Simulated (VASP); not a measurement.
A run of VASP 6.6.1 is set up as follows.

The input INCAR:

```
PREC = Accurate
ENCUT = 600
EDIFF = 1E-6
ISMEAR = 0
SIGMA = 0.1
LREAL = F
LASPH = T
NELM = 120
ALGO = Normal
ISIF = 2
LWAVE = F
LCHARG = F
GGA = PE
NBANDS = 36
GGA_COMPAT = F
```

Contents of KPOINTS:

```
Automatic mesh
0
Gamma
  6 6 4
```

File POSCAR:

```
CuOs2
1.0
    3.6287007853      0.0000000000      0.0000000000
    0.0000000000      3.6287007853      0.0000000000
    0.0000000000      0.0000000000      5.5366774758
Cu Os
2 4
Direct
    0.0000000000      0.5000000000      0.7000000000
    0.5000000000      0.0000000000      0.3000000000
    0.0000000000      0.0000000000      0.0000000000
    0.5000000000      0.5000000000      0.0000000000
    0.0000000000      0.5000000000      0.2700000000
    0.5000000000      0.0000000000      0.7300000000
```

Potentials or basis: VASP PAW PBE potentials, release 64 (Cu, Os).

Command:

```console
$ cat potpaw_PBE.64/Cu/POTCAR potpaw_PBE.64/Os/POTCAR > POTCAR
$ mpirun -np 1 vasp_std > vasp.out
```

**Question.** Estimate the pressure.

**Answer.** 105.1 GPa.

**Question.** What does it give for the largest force?

**Answer.** 10.091 eV/Å.

Stress tensor (GPa, compression positive):
```
 97.71   0.00   0.00
  0.00  97.71   0.00
  0.00   0.00 119.81
```

Caveat: the cell stands under pressure; forces of over 1 eV/Å act on the atoms, so gaps and moduli don't describe the material at rest.
